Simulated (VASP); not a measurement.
# SiO2 (P4_12_12) in VASP: further runs

Runs on SiO2. Level: PBE. Tasks: single point, relaxation of the atoms.

Program: VASP 6.6.1. These are calculated values, not measurements. Logs are shortened: lines on timing, memory, paths and dates and some standing lists are left out, and cuts for length are marked.

## 1. The cell of the first run

It takes space group P4_12_12 (No. 92, tetragonal). Conventional cell: a = 4.986 Å, b = 4.986 Å, c = 6.977 Å, α = 90.00°, β = 90.00°, γ = 90.00°. Si (site symmetry 2) has 4 O at 1.62 to 1.63 Å within 2.2 Å. O (site symmetry 1) has 2 Si at 1.62 to 1.63 Å within 2.2 Å.

## 2. Single point, PBE

Contents of INCAR:

```
PREC = Accurate
ENCUT = 520
EDIFF = 1E-6
ISMEAR = -1
SIGMA = 0.02
LREAL = False
LASPH = True
NELM = 60
ALGO = Normal
ISIF = 2
LWAVE = False
LCHARG = True
GGA = PE
LELF = True
LVHAR = True
NBANDS = 44
```

Contents of KPOINTS:

```
Automatic mesh
0
Gamma
  5 5 4
```

Contents of POSCAR:

```
SiO2
1.0
    4.9860000000      0.0000000000      0.0000000000
    0.0000000000      4.9860000000      0.0000000000
    0.0000000000      0.0000000000      6.9770000000
Si O
4 8
Direct
    0.3031541453      0.3031541453      0.0000000000
    0.1968458547      0.8031541453      0.2500000000
    0.6968458547      0.6968458547      0.5000000000
    0.8031541453      0.1968458547      0.7500000000
    0.2376437287      0.1126727351      0.1830633610
    0.3873272649      0.7376437287      0.4330633610
    0.7623562713      0.8873272649      0.6830633610
    0.6126727351      0.2623562713      0.9330633610
    0.7376437287      0.3873272649      0.5669366390
    0.8873272649      0.7623562713      0.3169366390
    0.2623562713      0.6126727351      0.0669366390
    0.1126727351      0.2376437287      0.8169366390
```

Potentials or basis: VASP PAW PBE potentials, release 64 (Si, O).

On the command line:

```console
> cat potpaw_PBE.64/Si/POTCAR potpaw_PBE.64/O/POTCAR > POTCAR
> mpirun -np 1 vasp_std > vasp.out
```

OUTCAR:

```text
PREC = Accurate
   ENCUT = 520
   EDIFF = 1E-6
   ISMEAR = -1
   LREAL = False
   LASPH = True
   NELM = 60
   ISIF = 2
   GGA = PE

 ion  position               nearest neighbor table
   1  0.303  0.303  0.000-   5 1.62  12 1.62  11 1.63   8 1.63   2 3.09   4 3.09   2 3.09   4 3.09

   2  0.197  0.803  0.250-   6 1.62  11 1.62  10 1.63   5 1.63   1 3.09   3 3.09   1 3.09   3 3.09

   3  0.697  0.697  0.500-   7 1.62  10 1.62   9 1.63   6 1.63   2 3.09   4 3.09   4 3.09   2 3.09

   4  0.803  0.197  0.750-   8 1.62   9 1.62   7 1.63  12 1.63   1 3.09   3 3.09   3 3.09   1 3.09

   5  0.238  0.113  0.183-   1 1.62   2 1.63
   6  0.387  0.738  0.433-   2 1.62   3 1.63
   7  0.762  0.887  0.683-   3 1.62   4 1.63
   8  0.613  0.262  0.933-   4 1.62   1 1.63
   9  0.738  0.387  0.567-   4 1.62   3 1.63
  10  0.887  0.762  0.317-   3 1.62   2 1.63
  11  0.262  0.613  0.067-   2 1.62   1 1.63
  12  0.113  0.238  0.817-   1 1.62   4 1.63

  LATTYP: Found a simple tetragonal cell.
 ALAT       =     4.9860000000
 C/A-ratio  =     1.3993180907

  Lattice vectors:

 A1 = (   4.9860000000,   0.0000000000,   0.0000000000)
 A2 = (   0.0000000000,   4.9860000000,   0.0000000000)
 A3 = (   0.0000000000,   0.0000000000,   6.9770000000)

Analysis of symmetry for initial positions (statically):
=====================================================================
 Subroutine PRICEL returns:
 Original cell was already a primitive cell.

 Routine SETGRP: Setting up the symmetry group for a
 simple tetragonal supercell.

 Subroutine GETGRP returns: Found  8 space group operations
 (whereof  2 operations were pure point group operations)
 out of a pool of 16 trial point group operations.

The static configuration has the point symmetry C_2 .
 The point group associated with its full space group is D_4 .

Analysis of symmetry for dynamics (positions and initial velocities):
=====================================================================
 Subroutine PRICEL returns:
 Original cell was already a primitive cell.

 Routine SETGRP: Setting up the symmetry group for a
 simple tetragonal supercell.

 Subroutine GETGRP returns: Found  8 space group operations
 (whereof  2 operations were pure point group operations)
 out of a pool of 16 trial point group operations.

The dynamic configuration has the point symmetry C_2 .
 The point group associated with its full space group is D_4 .

 Subroutine INISYM returns: Found  8 space group operations
 (whereof  2 operations are pure point group operations),
 and found     1 'primitive' translations

----------------------------------------------------------------------------------------

                                     Primitive cell

  volume of cell :     173.4496

  direct lattice vectors                    reciprocal lattice vectors
     4.986000000  0.000000000  0.000000000     0.200561572  0.000000000  0.000000000
     0.000000000  4.986000000  0.000000000     0.000000000  0.200561572  0.000000000
     0.000000000  0.000000000  6.977000000     0.000000000  0.000000000  0.143328078

  length of vectors
     4.986000000  4.986000000  6.977000000     0.200561572  0.200561572  0.143328078

  position of ions in fractional coordinates (direct lattice)
     0.303154145  0.303154145  0.000000000
     0.196845855  0.803154145  0.250000000
     0.696845855  0.696845855  0.500000000
     0.803154145  0.196845855  0.750000000
     0.237643729  0.112672735  0.183063361
     0.387327265  0.737643729  0.433063361
     0.762356271  0.887327265  0.683063361
     0.612672735  0.262356271  0.933063361
     0.737643729  0.387327265  0.566936639
     0.887327265  0.762356271  0.316936639
     0.262356271  0.612672735  0.066936639
     0.112672735  0.237643729  0.816936639

  ion indices of the primitive-cell ions
   primitive index   ion index
                 1           1
                 2           2
                 3           3
                 4           4
                 5           5
                 6           6
                 7           7
                 8           8
                 9           9
                10          10
                11          11
                12          12

----------------------------------------------------------------------------------------

 KPOINTS: Automatic mesh

Automatic generation of k-mesh.
 Grid dimensions read from file:
 generate k-points for:    5    5    4

 Generating k-lattice:

  Cartesian coordinates                     Fractional coordinates (reciprocal lattice)
     0.040112314  0.000000000  0.000000000     0.200000000  0.000000000  0.000000000
     0.000000000  0.040112314  0.000000000     0.000000000  0.200000000  0.000000000
     0.000000000  0.000000000  0.035832019     0.000000000  0.000000000  0.250000000

  Length of vectors
     0.040112314  0.040112314  0.035832019

  Shift w.r.t. Gamma in fractional coordinates (k-lattice)
     0.000000000  0.000000000  0.000000000

 Subroutine IBZKPT returns following result:
 ===========================================

 Found     18 irreducible k-points:

 Following reciprocal coordinates:
            Coordinates               Weight
  0.000000  0.000000  0.000000      1.000000
  0.200000  0.000000  0.000000      4.000000
  0.400000  0.000000  0.000000      4.000000
  0.200000  0.200000  0.000000      4.000000
  0.400000  0.200000  0.000000      8.000000
  0.400000  0.400000  0.000000      4.000000
[... 10 lines left out ...]
  0.400000  0.200000  0.500000      8.000000
  0.400000  0.400000  0.500000      4.000000
   k-points           NKPTS =     18   k-points in BZ     NKDIM =     18   number of bands    NBANDS=     44
   number of dos      NEDOS =    301   number of ions     NIONS =     12
   total plane-waves  NPLWV =  86400
   dimension x,y,z NGX =    40 NGY =   40 NGZ =   54
   dimension x,y,z NGXF=    80 NGYF=   80 NGZF=  108
   ions per type =               4   8
   NGX,Y,Z   is equivalent  to a cutoff of  13.34, 13.34, 12.87 a.u.
   NGXF,Y,Z  is equivalent  to a cutoff of  26.67, 26.67, 25.73 a.u.
 SYSTEM =  unknown system
   PREC   = accura    normal or accurate (medium, high low for compatibility)
   ISTART =      0    job   : 0-new  1-cont  2-samecut
   ICHARG =      2    charge: 1-file 2-atom 10-const
   ISPIN  =      1    spin polarized calculation?
   LNONCOLLINEAR =      F non collinear calculations
   LSORBIT =      F    spin-orbit coupling
   LASPH  =      T    aspherical Exc in radial PAW
   ENCUT  =  520.0 eV  38.22 Ry    6.18 a.u.   9.27  9.27 12.97*2*pi/ulx,y,z
   NELM   =     60;   NELMIN=  2; NELMDL= -5     # of ELM steps
   EDIFF  = 0.1E-05   stopping-criterion for ELM
   LREAL  =      F    real-space projection
   EDIFFG = 0.1E-04   stopping-criterion for IOM
   NSW    =      0    number of steps for IOM
   IBRION =     -1    ionic relax: 0-MD 1-quasi-New 2-CG
   NFREE  =      0    steps in history (QN), initial steepest desc. (CG)
   ISIF   =      2    stress and relaxation
   ISYM   =      2    0-nonsym 1-usesym 2-fastsym
   POTIM  = 0.5000    time-step for ionic-motion
   TEBEG  =    0.0;   TEEND  =   0.0 temperature during run
   PSTRESS=    0.0 pullay stress
   NELECT =      64.0000    total number of electrons
   NUPDOWN=      -1.0000    fix difference up-down
   EMIN   =  10.00;   EMAX   =-10.00  energy-range for DOS
   EFERMI =   0.00;   METHOD = LEGACY
   ISMEAR =    -1;   SIGMA  =   0.02  broadening in eV -4-tet -1-fermi 0-gaus
   EFERMI_NEDOS =   21; number of points for ismear=-14 and -15
   IALGO  =     38    algorithm
   IMIX   =      4    mixing-type and parameters
     AMIX     =   0.40;   BMIX     =  1.00
     AMIX_MAG =   1.60;   BMIX_MAG =  1.00
  volume/ion in A,a.u.               =      14.45        97.54
  Fermi-wavevector in a.u.,A,eV,Ry     =   1.174204  2.218925 18.759116  1.378756
  Thomas-Fermi vector in A             =   2.310605
   LORBIT       =      0    0 simple, 1 ext, 2 COOP (PROOUT), +10 PAW based schemes
   GGA     = PE    functional components
   LHFCALC =     F    Hartree Fock is set to
   AEXX    =    0.0000 exact exchange contribution
   IVDW    =     0    specifies the selected vdW correction
   LEPSILON=     F    determine dielectric tensor
   LRPA    =     F    only Hartree local field effects (RPA)
 non-spin polarized calculation
  energy-cutoff  :      520.00
  volume of cell :      173.45
 maximum number of plane-waves:      4702
 NGX is ok and might be reduce to    40
   NGX = 19   NGY = 19   NGZ = 25

 number of electron      63.9999985 magnetization

 Free energy of the ion-electron system (eV)
  ---------------------------------------------------
  ext. energy  EPLUGINS =         0.00000000
  ---------------------------------------------------
  free energy    TOTEN  =       -94.90539833 eV

  energy without entropy =      -94.90539833  energy(sigma->0) =      -94.90539833

 E-fermi :   0.5212     XC(G=0):  -8.4150

 val. band max:        0.0607286196   @ k =   0.0000   0.0000   0.0000
 cond. band min:       5.6710127239   @ k =   0.0000   0.0000   0.0000
 fundamental gap:      5.6102841043
 Fermi energy:         0.5212035432

 k-point     1 :       0.0000    0.0000    0.0000
  band No.  band energies     occupation
      1     -19.2868      2.00000
      2     -18.4069      2.00000
      3     -18.4069      2.00000
      4     -17.2849      2.00000
      5     -17.2144      2.00000
      6     -17.2136      2.00000
[... 36 lines left out ...]
     43      11.2994      0.00000
     44      11.6927      0.00000

 k-point     2 :       0.2000    0.0000    0.0000
  band No.  band energies     occupation
      1     -19.2050      2.00000
      2     -18.4871      2.00000
      3     -18.3099      2.00000
      4     -17.3446      2.00000
      5     -17.2893      2.00000
      6     -17.2399      2.00000
[... 744 lines left out ...]
 k-point    18 :       0.4000    0.4000    0.5000
  band No.  band energies     occupation
      1     -18.5768      2.00000
      2     -18.5768      2.00000
      3     -18.1423      2.00000
      4     -18.1423      2.00000
      5     -17.2874      2.00000
      6     -17.2874      2.00000
[... 36 lines left out ...]
     43      10.6590      0.00000
     44      10.6590      0.00000

------------------------ aborting loop because EDIFF is reached ----------------------------------------

  FORCE on cell =-STRESS in cart. coord.  units (eV):
  Direction    XX          YY          ZZ          XY          YZ          ZX
  --------------------------------------------------------------------------------------
  -------------------------------------------------------------------------------------
  Total        1.4877994      1.4877994      0.9733467      0.0000000      0.0000000      0.0000000
  in kB       13.7430044     13.7430044      8.9909355      0.0000000      0.0000000      0.0000000
  external PRESSURE =      12.1589814 kB  Pullay stress =       0.0000000 kB

 VOLUME and BASIS-vectors are now :
 -----------------------------------------------------------------------------
  energy-cutoff  :      520.00
  volume of cell :      173.45
      direct lattice vectors                 reciprocal lattice vectors
     4.986000000  0.000000000  0.000000000     0.200561572  0.000000000  0.000000000
     0.000000000  4.986000000  0.000000000     0.000000000  0.200561572  0.000000000
     0.000000000  0.000000000  6.977000000     0.000000000  0.000000000  0.143328078

 POSITION                                       TOTAL-FORCE (eV/Angst)
 -----------------------------------------------------------------------------------
      1.51153      1.51153      0.00000         0.034099      0.034099      0.000000
      0.98147      4.00453      1.74425        -0.034099      0.034099      0.000000
      3.47447      3.47447      3.48850        -0.034099     -0.034099      0.000000
      4.00453      0.98147      5.23275         0.034099     -0.034099      0.000000
      1.18489      0.56179      1.27723        -0.004139     -0.010652      0.010456
      1.93121      3.67789      3.02148         0.010652     -0.004139      0.010456
      3.80111      4.42421      4.76573         0.004139      0.010652      0.010456
      3.05479      1.30811      6.50998        -0.010652      0.004139      0.010456
      3.67789      1.93121      3.95552        -0.004139      0.010652     -0.010456
      4.42421      3.80111      2.21127         0.010652      0.004139     -0.010456
      1.30811      3.05479      0.46702         0.004139     -0.010652     -0.010456
      0.56179      1.18489      5.69977        -0.010652     -0.004139     -0.010456
 -----------------------------------------------------------------------------------
    total drift:                               -0.000000      0.000000      0.000000

  FREE ENERGIE OF THE ION-ELECTRON SYSTEM (eV)
  ---------------------------------------------------
  free  energy   TOTEN  =       -94.9053983294 eV

  energy  without entropy=      -94.9053983294  energy(sigma->0) =      -94.90539833
```

Run time: 62 s. Hardware: 1 thread of Intel Xeon 6975P-C (Granite Rapids), shared host; peak memory 0.3 GiB.

What came out:

| Item | Value |
| --- | --- |
| Free energy | -94.9054 eV |
| Pressure | 1.2 GPa |
| Largest force | 0.048 eV/Å |
| Band gap on the k mesh | 5.61 eV |

Forces on the atoms (eV/Å):
```
Si   0.034  0.034  0.000
Si  -0.034  0.034  0.000
Si  -0.034 -0.034  0.000
Si   0.034 -0.034  0.000
O   -0.004 -0.011  0.010
O    0.011 -0.004  0.010
O    0.004  0.011  0.010
O   -0.011  0.004  0.010
O   -0.004  0.011 -0.010
O    0.011  0.004 -0.010
O    0.004 -0.011 -0.010
O   -0.011 -0.004 -0.010
```

Levels at points of the mesh, in eV from the valence-band top:
| k point | band 29 | band 30 | band 31 | band 32 | band 33 | band 34 | band 35 | band 36 |
| --- | --- | --- | --- | --- | --- | --- | --- | --- |
| (0.00, 0.00, 0.00) | -0.66 | -0.32 | -0.32 | 0.00 | 5.61 | 8.75 | 8.75 | 9.13 |
| (0.00, 0.00, 0.50) | -0.53 | -0.53 | -0.37 | -0.37 | 6.87 | 6.87 | 9.30 | 9.30 |

A k mesh can miss the band edges.

## 3. Relaxation of the atoms, PBE

Contents of INCAR:

```
  ALGO = Normal
  EDIFF = 1E-7
  EDIFFG = -0.02
  ENCUT = 520
  GGA = PE
  IBRION = 2
  ISIF = 2
  ISMEAR = -1
  KPAR = 4
  LASPH = T
  LCHARG = F
  LREAL = F
  LWAVE = F
  NELM = 60
  NSW = 80
  PREC = Accurate
  SIGMA = 0.02
```

Contents of KPOINTS:

```
k-points
0
Gamma
  5 5 4
```

Contents of POSCAR:

```
SiO2
1.0
    4.9860000000      0.0000000000      0.0000000000
    0.0000000000      4.9860000000      0.0000000000
    0.0000000000      0.0000000000      6.9770000000
Si O
4 8
Direct
    0.2988200000      0.2988200000      0.0000000000
    0.2011800000      0.7988200000      0.2500000000
    0.7011800000      0.7011800000      0.5000000000
    0.7988200000      0.2011800000      0.7500000000
    0.2407800000      0.1017100000      0.1766300000
    0.3982900000      0.7407800000      0.4266300000
    0.7592200000      0.8982900000      0.6766300000
    0.6017100000      0.2592200000      0.9266300000
    0.7407800000      0.3982900000      0.5733700000
    0.8982900000      0.7592200000      0.3233700000
    0.2592200000      0.6017100000      0.0733700000
    0.1017100000      0.2407800000      0.8233700000
```

Potentials or basis: VASP PAW PBE potentials, release 64 (Si, O).

On the command line:

```console
> cat potpaw_PBE.64/Si/POTCAR potpaw_PBE.64/O/POTCAR > POTCAR
> mpirun -np 4 vasp_std > vasp.out
```

Run time: 7.3 min. Hardware: 4 MPI ranks of AMD EPYC 9755, shared host; peak memory 0.3 GiB.

It converged, with:

* Free energy: -94.9054 eV
* Energy gained by relaxing: 10.1 meV/atom
* Ionic steps: 18
* Pressure after relaxing: 1.2 GPa
* Largest force after relaxing: 0.017 eV/Å
* Band gap on the k mesh: 5.61 eV

Forces on the atoms (eV/Å):
```
Si   0.012  0.012  0.000
Si  -0.012  0.012  0.000
Si  -0.012 -0.012  0.000
Si   0.012 -0.012  0.000
O   -0.002  0.014 -0.007
O   -0.014 -0.002 -0.007
O    0.002 -0.014 -0.007
O    0.014  0.002 -0.007
O   -0.002 -0.014  0.007
O   -0.014  0.002  0.007
O    0.002  0.014  0.007
O    0.014 -0.002  0.007
```

Stress tensor (GPa, compression positive):
```
1.45 0.00 0.00
0.00 1.45 0.00
0.00 0.00 0.82
```

Step by step:
```tsv
step	energy change (eV)	largest force (eV/Å)	pressure (GPa)
1	0.0000	0.4665	6.87
2	-0.0378	0.6139	5.33
3	-0.0383	0.5542	5.48
4	-0.0644	0.4351	4.70
5	-0.0958	0.1819	2.50
6	-0.0995	0.1922	2.46
7	-0.1078	0.2223	2.31
8	-0.1131	0.2801	2.02
9	-0.1153	0.2141	1.96
10	-0.1186	0.0966	1.77
11	-0.1187	0.0850	1.74
12	-0.1190	0.0765	1.72
13	-0.1198	0.0546	1.64
14	-0.1205	0.0550	1.48
15	-0.1208	0.0216	1.41
16	-0.1208	0.0296	1.40
17	-0.1209	0.0264	1.36
18	-0.1211	0.0171	1.24
```

Final structure:
```cif
data_structure
_symmetry_space_group_name_H-M 'P 1'
_symmetry_Int_Tables_number 1
_cell_length_a 4.9860
_cell_length_b 4.9860
_cell_length_c 6.9770
_cell_angle_alpha 90.000
_cell_angle_beta 90.000
_cell_angle_gamma 90.000
_cell_volume 173.45
loop_
_atom_site_label
_atom_site_type_symbol
_atom_site_fract_x
_atom_site_fract_y
_atom_site_fract_z
_atom_site_occupancy
Si1 Si 0.30316 0.30316 0.00000 1
Si2 Si 0.19684 0.80316 0.25000 1
Si3 Si 0.69684 0.69684 0.50000 1
Si4 Si 0.80316 0.19684 0.75000 1
O1 O 0.23772 0.11253 0.18309 1
O2 O 0.38747 0.73772 0.43309 1
O3 O 0.76228 0.88747 0.68309 1
O4 O 0.61253 0.26228 0.93309 1
O5 O 0.73772 0.38747 0.56691 1
O6 O 0.88747 0.76228 0.31691 1
O7 O 0.26228 0.61253 0.06691 1
O8 O 0.11253 0.23772 0.81691 1
```

Levels at points of the mesh, in eV from the valence-band top:
```
           k point  band 29  band 30  band 31  band 32  band 33  band 34  band 35  band 36
(0.00, 0.00, 0.00)    -0.66    -0.32    -0.32     0.00     5.61     8.75     8.75     9.13
(0.00, 0.00, 0.50)    -0.54    -0.54    -0.37    -0.37     6.87     6.87     9.30     9.30
```
